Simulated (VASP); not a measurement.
A run of VASP 6.6.1:

The input INCAR:

```
PREC = Accurate
ENCUT = 520
EDIFF = 1E-6
ISMEAR = 0
SIGMA = 0.1
LREAL = False
LASPH = True
NELM = 80
ALGO = Normal
ISIF = 2
LWAVE = False
LCHARG = False
GGA = PE
NBANDS = 12
```

Contents of KPOINTS:

```
regular mesh
0
Gamma
  18 18 18
```

Contents of POSCAR:

```
V
1.0
    0.0000000000      1.8890014970      1.8890014970
    1.8890014970      0.0000000000      1.8890014970
    1.8890014970      1.8890014970      0.0000000000
V
1
Direct
    0.0000000000      0.0000000000      0.0000000000
```

Potentials or basis: VASP PAW PBE potentials, release 64 (V_sv).

Run with:

```console
$ cat potpaw_PBE.64/V_sv/POTCAR > POTCAR
$ mpirun -np 1 vasp_std > vasp.out
```

Hardware: 1 thread of Intel Xeon 6975P-C, with other jobs on the host.

Estimate the wall time of this run.

Wall time 17 s on 1 thread of Intel Xeon 6975P-C, with other jobs on the host, peak memory 0.14 GiB. Counts: scf iterations 11, k points 195.
